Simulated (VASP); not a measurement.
# WC in VASP: notebook

WC is run at these levels: LDA; tasks: single point.

Everything below comes from runs of VASP 6.6.1. Logs are shortened: lines on timing, memory, paths and dates and some standing lists are left out, and cuts for length are marked.

## Step 1: The cell of the first run

The cell holds a slab with vacuum, 4 atoms: a = 3.101 Å, b = 3.101 Å, c = 9.798 Å, α = 90.00°, β = 90.00°, γ = 60.00°.

## Step 2: Single point, LDA

INCAR

```
PREC = Accurate
ENCUT = 520
EDIFF = 1E-6
ISMEAR = -1
SIGMA = 0.1
LREAL = F
LASPH = T
NELM = 80
ALGO = Normal
ISIF = 2
LWAVE = F
LCHARG = T
LDIPOL = T
IDIPOL = 3
DIPOL = 0.5 0.5 0.500
GGA = CA
LELF = T
LVHAR = T
LVACPOTAV = T
NBANDS = 26
```

KPOINTS

```
Automatic mesh
0
Gamma
  6 6 1
```

POSCAR

```
WC
1.0
    3.1009234508      0.0000000000      0.0000000000
    1.5504617254      2.6854784836      0.0000000000
    0.0000000000      0.0000000000      9.7978400929
W C
2 2
Direct
    0.0000000000      0.0000000000      0.3061899328
    0.3333333333      0.3333333333      0.5646033557
    0.6666666667      0.6666666667      0.4353966443
    0.0000000000      1.0000000000      0.6938100672
```

Potentials or basis: VASP PAW LDA potentials, release 64 (W_sv, C).

On the command line:

```sh
> cat potpaw_LDA.64/W_sv/POTCAR potpaw_LDA.64/C/POTCAR > POTCAR
> mpirun -np 1 vasp_std > vasp.out
```

OUTCAR:

```text
PREC = Accurate
   ENCUT = 520
   EDIFF = 1E-6
   ISMEAR = -1
   LREAL = F
   LASPH = T
   NELM = 80
   ISIF = 2
   GGA = CA

 ion  position               nearest neighbor table
   1  0.000  0.000  0.306-   3 2.19   3 2.19   3 2.19   2 3.10   2 3.10   2 3.10
   2  0.333  0.333  0.565-   3 2.19   3 2.19   3 2.19   4 2.19   4 2.19   4 2.19   1 3.10   1 3.10
                             1 3.10
   3  0.667  0.667  0.435-   2 2.19   2 2.19   2 2.19   1 2.19   1 2.19   1 2.19
   4  0.000  0.000  0.694-   2 2.19   2 2.19   2 2.19

  LATTYP: Found a hexagonal cell.
 ALAT       =     3.1009234508
 C/A-ratio  =     3.1596523579

  Lattice vectors:

 A1 = (  -1.5504617254,  -2.6854784836,   0.0000000000)
 A2 = (   3.1009234508,   0.0000000000,   0.0000000000)
 A3 = (   0.0000000000,   0.0000000000,   9.7978400929)

Analysis of symmetry for initial positions (statically):
=====================================================================
 Subroutine PRICEL returns:
 Original cell was already a primitive cell.

 Routine SETGRP: Setting up the symmetry group for a
 hexagonal supercell.

 Subroutine GETGRP returns: Found  6 space group operations
 (whereof  6 operations were pure point group operations)
 out of a pool of 24 trial point group operations.

The static configuration has the point symmetry C_3v.

Analysis of symmetry for dynamics (positions and initial velocities):
=====================================================================
 Subroutine PRICEL returns:
 Original cell was already a primitive cell.

 Routine SETGRP: Setting up the symmetry group for a
 hexagonal supercell.

 Subroutine GETGRP returns: Found  6 space group operations
 (whereof  6 operations were pure point group operations)
 out of a pool of 24 trial point group operations.

The dynamic configuration has the point symmetry C_3v.

 Subroutine INISYM returns: Found  6 space group operations
 (whereof  6 operations are pure point group operations),
 and found     1 'primitive' translations

----------------------------------------------------------------------------------------

                                     Primitive cell

  volume of cell :      81.5912

  direct lattice vectors                    reciprocal lattice vectors
     3.100923451  0.000000000  0.000000000     0.322484581 -0.186186560  0.000000000
     1.550461725  2.685478484  0.000000000     0.000000000  0.372373119  0.000000000
     0.000000000  0.000000000  9.797840093     0.000000000  0.000000000  0.102063311

  length of vectors
     3.100923451  3.100923451  9.797840093     0.372373119  0.372373119  0.102063311

  position of ions in fractional coordinates (direct lattice)
     0.000000000  0.000000000  0.306189933
     0.333333333  0.333333333  0.564603356
     0.666666667  0.666666667  0.435396644
     0.000000000  0.000000000  0.693810067

  ion indices of the primitive-cell ions
   primitive index   ion index
                 1           1
                 2           2
                 3           3
                 4           4

----------------------------------------------------------------------------------------

 KPOINTS: Automatic mesh

Automatic generation of k-mesh.
 Grid dimensions read from file:
 generate k-points for:    6    6    1

 Generating k-lattice:

  Cartesian coordinates                     Fractional coordinates (reciprocal lattice)
     0.053747430 -0.031031093  0.000000000     0.166666667 -0.000000000  0.000000000
     0.000000000  0.062062187  0.000000000     0.000000000  0.166666667  0.000000000
     0.000000000  0.000000000  0.102063311     0.000000000  0.000000000  1.000000000

  Length of vectors
     0.062062187  0.062062187  0.102063311

  Shift w.r.t. Gamma in fractional coordinates (k-lattice)
     0.000000000  0.000000000  0.000000000

 Subroutine IBZKPT returns following result:
 ===========================================

 Found      7 irreducible k-points:

 Following reciprocal coordinates:
            Coordinates               Weight
  0.000000  0.000000  0.000000      1.000000
  0.166667  0.000000  0.000000      6.000000
  0.333333  0.000000  0.000000      6.000000
  0.500000  0.000000  0.000000      3.000000
  0.333333  0.166667  0.000000      6.000000
  0.500000  0.166667  0.000000     12.000000
 -0.333333  0.333333  0.000000      2.000000
   k-points           NKPTS =      7   k-points in BZ     NKDIM =      7   number of bands    NBANDS=     26
   number of dos      NEDOS =    301   number of ions     NIONS =      4
   total plane-waves  NPLWV =  46080
   dimension x,y,z NGX =    24 NGY =   24 NGZ =   80
   dimension x,y,z NGXF=    48 NGYF=   48 NGZF=  160
   ions per type =               2   2
   NGX,Y,Z   is equivalent  to a cutoff of  12.87, 12.87, 13.57 a.u.
   NGXF,Y,Z  is equivalent  to a cutoff of  25.73, 25.73, 27.15 a.u.
 SYSTEM =  unknown system
   PREC   = accura    normal or accurate (medium, high low for compatibility)
[... 35 lines left out ...]
   AEXX    =    0.0000 exact exchange contribution
   IVDW    =     0    specifies the selected vdW correction
   LEPSILON=     F    determine dielectric tensor
   LRPA    =     F    only Hartree local field effects (RPA)
 non-spin polarized calculation
  energy-cutoff  :      520.00
  volume of cell :       81.59
 maximum number of plane-waves:      2212
   NGX = 11   NGY = 11   NGZ = 37

 dipolmoment           0.000000      0.000000     -0.057131 electrons x Angstroem

 number of electron      36.0000004 magnetization

 dipolmoment           0.000000      0.000000      0.085157 electrons x Angstroem

 Free energy of the ion-electron system (eV)
  ---------------------------------------------------
  ext. energy  EPLUGINS =         0.00000000
  ---------------------------------------------------
  free energy    TOTEN  =       -43.43071349 eV

  energy without entropy =      -43.34845797  energy(sigma->0) =      -43.38958573

 E-fermi :   2.9209     XC(G=0):  -9.2562

 val. band max:        2.8026681451   @ k =   0.1667   0.0000   0.0000
 cond. band min:       3.0566582647   @ k =   0.5000   0.0000   0.0000
 fundamental gap:      0.2539901196
 Fermi energy:         2.9208959204

 k-point     1 :       0.0000    0.0000    0.0000
  band No.  band energies     occupation
      1     -71.1892      2.00000
      2     -71.0234      2.00000
      3     -35.7700      2.00000
      4     -35.4789      2.00000
      5     -35.4789      2.00000
      6     -35.4599      2.00000
[... 18 lines left out ...]
     25       6.0870      0.00000
     26       8.9569      0.00000

 k-point     2 :       0.1667    0.0000    0.0000
  band No.  band energies     occupation
      1     -71.1829      2.00000
      2     -71.0177      2.00000
      3     -35.7440      2.00000
      4     -35.5957      2.00000
      5     -35.5063      2.00000
      6     -35.4548      2.00000
[... 18 lines left out ...]
     25       6.8150      0.00000
     26       9.0840      0.00000

 k-point     3 :       0.3333    0.0000    0.0000
  band No.  band energies     occupation
      1     -71.1700      2.00000
      2     -71.0061      2.00000
      3     -35.8351      2.00000
      4     -35.6699      2.00000
      5     -35.5605      2.00000
      6     -35.4956      2.00000
[... 18 lines left out ...]
     25       8.6405      0.00000
     26       9.6523      0.00000

 k-point     4 :       0.5000    0.0000    0.0000
  band No.  band energies     occupation
      1     -71.1636      2.00000
      2     -71.0003      2.00000
      3     -35.9400      2.00000
      4     -35.6710      2.00000
      5     -35.5874      2.00000
      6     -35.5360      2.00000
[... 18 lines left out ...]
     25       8.4957      0.00000
     26      10.2010      0.00000

 k-point     5 :       0.3333    0.1667    0.0000
  band No.  band energies     occupation
      1     -71.1732      2.00000
      2     -71.0090      2.00000
      3     -35.7670      2.00000
      4     -35.6716      2.00000
      5     -35.5750      2.00000
      6     -35.4645      2.00000
[... 18 lines left out ...]
     25       8.1047      0.00000
     26       9.2505      0.00000

 k-point     6 :       0.5000    0.1667    0.0000
  band No.  band energies     occupation
      1     -71.1636      2.00000
      2     -71.0003      2.00000
      3     -35.8839      2.00000
      4     -35.6618      2.00000
      5     -35.6375      2.00000
      6     -35.5110      2.00000
[... 18 lines left out ...]
     25       8.5464      0.00000
     26       9.5475      0.00000

 k-point     7 :      -0.3333    0.3333    0.0000
  band No.  band energies     occupation
      1     -71.1603      2.00000
      2     -70.9974      2.00000
      3     -35.8128      2.00000
      4     -35.7970      2.00000
      5     -35.6095      2.00000
      6     -35.4924      2.00000
[... 18 lines left out ...]
     25       8.5978      0.00000
     26       9.9826      0.00000

------------------------ aborting loop because EDIFF is reached ----------------------------------------

  FORCE on cell =-STRESS in cart. coord.  units (eV):
  Direction    XX          YY          ZZ          XY          YZ          ZX
  --------------------------------------------------------------------------------------
  -------------------------------------------------------------------------------------
  Total      -10.8491219    -10.8491219     -9.0121212      0.0000000      0.0000000      0.0000000
  in kB     -213.0404655   -213.0404655   -176.9679165      0.0000000      0.0000000      0.0000000
  external PRESSURE =    -201.0162825 kB  Pullay stress =       0.0000000 kB

 VOLUME and BASIS-vectors are now :
 -----------------------------------------------------------------------------
  energy-cutoff  :      520.00
  volume of cell :       81.59
      direct lattice vectors                 reciprocal lattice vectors
     3.100923451  0.000000000  0.000000000     0.322484581 -0.186186560  0.000000000
     1.550461725  2.685478484  0.000000000     0.000000000  0.372373119  0.000000000
     0.000000000  0.000000000  9.797840093     0.000000000  0.000000000  0.102063311

 POSITION                                       TOTAL-FORCE (eV/Angst)
 -----------------------------------------------------------------------------------
      0.00000      0.00000      3.00000        -0.000000     -0.000000      2.747597
      1.55046      0.89516      5.53189         0.000000     -0.000000      3.115399
      3.10092      1.79032      4.26595         0.000000      0.000000     -2.154137
      0.00000      0.00000      6.79784        -0.000000     -0.000000     -3.708859
 -----------------------------------------------------------------------------------
    total drift:                                0.000000      0.000000      0.026549

  FREE ENERGIE OF THE ION-ELECTRON SYSTEM (eV)
  ---------------------------------------------------
  free  energy   TOTEN  =       -43.4307134949 eV

  energy  without entropy=      -43.3484579715  energy(sigma->0) =      -43.38958573
```

It took 19 s on 1 thread of Intel Xeon 6975P-C, shared host; peak memory 0.17 GiB.

Results:

| Property | Result |
| --- | --- |
| Free energy | -43.4307 eV |
| Largest force | 3.709 eV/Å |
| Band gap on the k mesh | zero (band 18 reaches 3.06 eV, above the bottom of band 19 at 2.65 eV) |

Forces on the atoms (eV/Å):
```
W    0.000  0.000  2.748
W    0.000  0.000  3.115
C    0.000  0.000 -2.154
C    0.000  0.000 -3.709
```

Caveat: the k points lie up to 0.39 Å⁻¹ apart; spin-orbit coupling is left out, which moves the levels of the heavy elements.

## Step 3: Single point, LDA

This run uses another cell than the first one, of 24.56 Å³/atom, 1.204 times its volume.

INCAR

```
SYSTEM = WC
PREC     = Accurate       ! precision mode
ENCUT    = 520            ! plane-wave cutoff, eV
EDIFF    = 1E-7           ! SCF threshold, eV
ISMEAR   = -1             ! smearing method
SIGMA    = 0.1            ! smearing width, eV
LREAL    = .FALSE.        ! projectors in reciprocal space
LASPH    = .TRUE.         ! aspherical terms in the spheres
NELM     = 60             ! most SCF steps
ALGO     = Normal         ! electronic algorithm
ISIF     = 2              ! what is computed and relaxed
LWAVE    = .FALSE.        ! write WAVECAR
LCHARG   = .FALSE.        ! write CHGCAR
LDIPOL   = .TRUE.       
IDIPOL   = 3            
DIPOL    = 0.5 0.5 0.500
GGA      = CA             ! functional
NBANDS   = 26             ! bands
```

KPOINTS

```
Automatic mesh
0
G
  6 6 1
  0 0 0
```

POSCAR

```
WC
1.0
    3.1009234508      0.0000000000      0.0000000000
    1.5504617254      2.6854784836      0.0000000000
    0.0000000000      0.0000000000     11.7978400929
W C
2 2
Direct
    0.0000000000      0.0000000000      0.3390451107
    0.3333333333      0.3333333333      0.5536516298
    0.6666666667      0.6666666667      0.4463483702
    0.0000000000      1.0000000000      0.6609548893
```

Potentials or basis: VASP PAW LDA potentials, release 64 (W_sv, C).

On the command line:

```sh
> cat potpaw_LDA.64/W_sv/POTCAR potpaw_LDA.64/C/POTCAR > POTCAR
> mpirun -np 1 vasp_std > vasp.out
```

Wall time 23 s (1 thread of Intel Xeon 6975P-C, shared host); peak memory 0.18 GiB.

It converged, with:

* Free energy: -43.4260 eV
* Largest force: 3.721 eV/Å
* Band gap on the k mesh: zero (band 18 reaches 1.53 eV, above the bottom of band 19 at 1.13 eV)

Forces in eV/Å, atoms in the order of the input:
```
W    0.000  0.000  2.752
W    0.000  0.000  3.123
C    0.000  0.000 -2.154
C    0.000  0.000 -3.721
```

Levels at points of the mesh, in eV from the Fermi level:
```csv
k point,band 15,band 16,band 17,band 18,band 19,band 20,band 21,band 22
"(0.00, 0.00, 0.00)",-1.58,-1.58,-0.79,-0.27,-0.27,0.85,1.30,1.30
"(0.50, 0.00, 0.00)",-2.43,-0.87,-0.29,0.13,1.31,1.84,2.26,2.96
```

Caveat: the k points lie up to 0.39 Å⁻¹ apart; spin-orbit coupling is left out, which moves the levels of the heavy elements.

## Step 4: Single point, LDA

This run uses another cell than the first one, of 28.73 Å³/atom, 1.408 times its volume.

INCAR

```
PREC = Accurate ; ENCUT = 520
EDIFF = 1E-7 ; ISMEAR = -1
SIGMA = 0.1 ; LREAL = F
LASPH = T ; NELM = 80
ALGO = Normal ; ISIF = 2
LWAVE = F ; LCHARG = F
LDIPOL = T ; IDIPOL = 3
DIPOL = 0.5 0.5 0.500 ; NBANDS = 26
```

KPOINTS

```
Automatic mesh
0
Gamma
  6 6 1
```

POSCAR

```
WC
1.0
    3.1009234508      0.0000000000      0.0000000000
    1.5504617254      2.6854784836      0.0000000000
    0.0000000000      0.0000000000     13.7978400929
W C
2 2
Direct
    0.0000000000      0.0000000000      0.3623755578
    0.3333333333      0.3333333333      0.5458748141
    0.6666666667      0.6666666667      0.4541251859
    0.0000000000      1.0000000000      0.6376244422
```

On the command line:

```sh
> cat potpaw_LDA.64/W_sv/POTCAR potpaw_LDA.64/C/POTCAR > POTCAR
> mpirun -np 1 vasp_std > vasp.out
```

Wall time 30 s (1 thread of Intel Xeon 6975P-C, shared host); peak memory 0.2 GiB.

Results (log left out):

| Property | Result |
| --- | --- |
| Free energy | -43.4256 eV |
| Largest force | 3.721 eV/Å |
| Band gap on the k mesh | zero (band 18 reaches 0.44 eV, above the bottom of band 19 at 0.03 eV) |

Forces in eV/Å, atoms in the order of the input:
```
W    0.000  0.000  2.752
W    0.000  0.000  3.124
C    0.000  0.000 -2.155
C    0.000  0.000 -3.721
```

Levels at points of the mesh, in eV from the Fermi level:
```csv
k point,band 16,band 17,band 18,band 19,band 20,band 21
"(0.00, 0.00, 0.00)",-1.58,-0.79,-0.27,-0.27,0.86,1.30
"(0.50, 0.00, 0.00)",-0.87,-0.29,0.13,1.31,1.84,2.26
```

Caveat: the k points lie up to 0.39 Å⁻¹ apart; spin-orbit coupling is left out, which moves the levels of the heavy elements.

## Step 5: Single point, LDA

This run uses another cell than the first one, of 34.97 Å³/atom, 1.714 times its volume.

INCAR

```
PREC = Accurate ; ENCUT = 520
EDIFF = 1E-7 ; ISMEAR = -1
SIGMA = 0.1 ; LREAL = False
LASPH = True ; NELM = 60
ALGO = Normal ; ISIF = 2
LWAVE = False ; LCHARG = True
LDIPOL = True ; IDIPOL = 3
DIPOL = 0.5 0.5 0.500 ; GGA = CA
LELF = True ; LVHAR = True
LVACPOTAV = True ; NBANDS = 26
```

KPOINTS

```
regular mesh
0
Gamma
  6 6 1
```

POSCAR

```
WC
1.0
    3.1009234508      0.0000000000      0.0000000000
    1.5504617254      2.6854784836      0.0000000000
    0.0000000000      0.0000000000     16.7978400929
W C
2 2
Direct
    0.0000000000      0.0000000000      0.3869545111
    0.3333333333      0.3333333333      0.5376818296
    0.6666666667      0.6666666667      0.4623181704
    0.0000000000      1.0000000000      0.6130454889
```

On the command line:

```sh
> cat potpaw_LDA.64/W_sv/POTCAR potpaw_LDA.64/C/POTCAR > POTCAR
> mpirun -np 1 vasp_std > vasp.out
```

Run time: 43 s. Hardware: 1 thread of Intel Xeon 6975P-C, shared host; peak memory 0.21 GiB.

Results (log left out):

```
Free energy            : -43.4251 eV
Largest force          : 3.721 eV/Å
Band gap on the k mesh : zero (band 18 reaches -0.72 eV, above the bottom of band 19 at -1.13 eV)
```

Forces in eV/Å, atoms in the order of the input:
```
W    0.000  0.000  2.752
W    0.000  0.000  3.124
C    0.000  0.000 -2.155
C    0.000  0.000 -3.721
```

Levels at points of the mesh, in eV from the Fermi level:
```
           k point  band 15  band 16  band 17  band 18  band 19  band 20  band 21  band 22
(0.00, 0.00, 0.00)    -1.58    -1.58    -0.79    -0.27    -0.27     0.86     1.30     1.30
(0.50, 0.00, 0.00)    -2.43    -0.87    -0.29     0.13     1.31     1.84     2.26     2.96
```

Caveat: the k points lie up to 0.39 Å⁻¹ apart; spin-orbit coupling is left out, which moves the levels of the heavy elements.

## Step 6: Single point, LDA

This run uses another cell than the first one, of 41.22 Å³/atom, 2.021 times its volume.

INCAR

```
SYSTEM = WC
ALGO = Normal ; DIPOL = 0.5 0.5 0.500
EDIFF = 1E-6 ; ENCUT = 520
IDIPOL = 3 ; ISIF = 2
ISMEAR = -1 ; LASPH = .True.
LCHARG = .False. ; LDIPOL = .True.
LREAL = .False. ; LWAVE = .False.
NBANDS = 26 ; NELM = 60
PREC = Accurate ; SIGMA = 0.1
```

KPOINTS

```
k-points
0
Gamma
  6 6 1
  0 0 0
```

POSCAR

```
WC
1.0
    3.1009234508      0.0000000000      0.0000000000
    1.5504617254      2.6854784836      0.0000000000
    0.0000000000      0.0000000000     19.7978400929
W C
2 2
Direct
    0.0000000000      0.0000000000      0.4040844841
    0.3333333333      0.3333333333      0.5319718386
    0.6666666667      0.6666666667      0.4680281614
    0.0000000000      1.0000000000      0.5959155159
```

Potentials or basis: VASP PAW LDA potentials, release 64 (W_sv, C).

On the command line:

```sh
> cat potpaw_LDA.64/W_sv/POTCAR potpaw_LDA.64/C/POTCAR > POTCAR
> mpirun -np 1 vasp_std > vasp.out
```

Run time: 46 s. Hardware: 1 thread of Intel Xeon 6975P-C, shared host; peak memory 0.23 GiB.

Results (log left out):

| Quantity | Value |
| --- | --- |
| Free energy | -43.4247 eV |
| Largest force | 3.721 eV/Å |
| Band gap on the k mesh | zero (band 18 reaches -1.53 eV, above the bottom of band 19 at -1.93 eV) |

Forces on the atoms (eV/Å):
```
W    0.000  0.000  2.752
W    0.000  0.000  3.124
C    0.000  0.000 -2.155
C    0.000  0.000 -3.721
```

Levels at points of the mesh, in eV from the Fermi level:
| k point | band 14 | band 15 | band 16 | band 17 | band 18 | band 19 | band 20 | band 21 | band 22 | band 23 |
| --- | --- | --- | --- | --- | --- | --- | --- | --- | --- | --- |
| (0.00, 0.00, 0.00) | -2.95 | -1.58 | -1.58 | -0.79 | -0.27 | -0.27 | 0.86 | 1.30 | 1.30 | 2.61 |
| (0.50, 0.00, 0.00) | -4.19 | -2.43 | -0.87 | -0.29 | 0.13 | 1.31 | 1.84 | 2.26 | 2.96 | 3.23 |

Caveat: the k points lie up to 0.39 Å⁻¹ apart; spin-orbit coupling is left out, which moves the levels of the heavy elements.

## Step 7: Summary

| cell | gap on the mesh (eV) | largest force (eV/Å) |
| --- | --- | --- |
| a = 3.101, b = 3.101, c = 9.798 Å, angles 90.0, 90.0, 60.0°, 4 atoms | none | 3.71 |
| a = 3.101, b = 3.101, c = 11.798 Å, angles 90.0, 90.0, 60.0°, 4 atoms | none | 3.72 |
| a = 3.101, b = 3.101, c = 13.798 Å, angles 90.0, 90.0, 60.0°, 4 atoms | none | 3.72 |
| a = 3.101, b = 3.101, c = 16.798 Å, angles 90.0, 90.0, 60.0°, 4 atoms | none | 3.72 |
| a = 3.101, b = 3.101, c = 19.798 Å, angles 90.0, 90.0, 60.0°, 4 atoms | none | 3.72 |

Alike in all rows: task single point; level LDA; potentials or basis VASP PAW LDA potentials, release 64 (W_sv, C); no spin polarisation; k mesh 6 × 6 × 1; cutoff (eV) 520; smearing fermi-dirac 0.1 eV.

Caveats: all runs use coarse meshes; spin-orbit coupling is left out, which moves the levels of the heavy elements.

Absolute energies hang on the potentials; compare differences alone.
